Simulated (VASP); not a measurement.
Runs of VASP 6.6.1 on HgTe. The structure is that of space group F-43m (No. 216), or close to it. The cells are those of the table. 

```csv
task,level,spin,cell,k mesh,cutoff (eV),grid for exact exchange (PRECFOCK),share of exact exchange,screening parameter,gap on the mesh (eV),pressure (GPa),relaxed volume (Å³/atom)
single point,HSE06,"non-collinear, zero start, SOC","a = 4.546 Å, angles 60.0°, 2 atoms",3 × 3 × 3,520,Normal,0.25,0.2079 1/Å,-,4.1,-
single point,PBE0,off,"a = 4.485 Å, angles 60.0°, 2 atoms",4 × 4 × 4,520,Normal,0.25,-,0.81,(a),-
relaxation of cell and atoms,r2SCAN,off,"relaxed from a = 4.546 Å, angles 60.0°, 2 atoms",7 × 7 × 7,600,-,-,-,none,0.0,35.57
single point,"b88 exchange, pbe correlation",off,"a = 4.606 Å, angles 60.0°, 2 atoms",7 × 7 × 7,500,-,-,-,none,2.5,-
single point,PBE-based global hybrid with 35 % exact exchange,off,"a = 4.546 Å, angles 60.0°, 2 atoms",4 × 4 × 4,520,Normal,0.35,-,(b),2.3,-
relaxation of cell and atoms,r2SCAN+D3(BJ),off,"relaxed from a = 4.546 Å, angles 60.0°, 2 atoms",7 × 7 × 7,600,-,-,-,none,0.0,(c)
single point,"b88 exchange, pbe correlation",off,"a = 4.576 Å, angles 60.0°, 2 atoms",7 × 7 × 7,500,-,-,-,none,3.5,-
```

Alike in all rows: potentials or basis VASP PAW PBE potentials, release 64 (Hg, Te); smearing fermi-dirac 0.05 eV.

Problem. Fill in the values left out.

Solution. (a) 5.5; (b) 1.27; (c) 34.92.

Caveats: some runs use coarse meshes; the PAW data sets were made with another functional, which shifts forces and pressure a little; spin-orbit coupling is left out, which moves the levels of the heavy elements (at least some runs); semilocal functionals underestimate gaps, so a narrow gap can read as zero (at least some runs); the cell stands under pressure (at least some runs).

A k mesh can miss the band edges, and rows without SOC leave out spin-orbit coupling on Hg, Te.

A gap of «none» marks levels without a gap at the run's occupations.
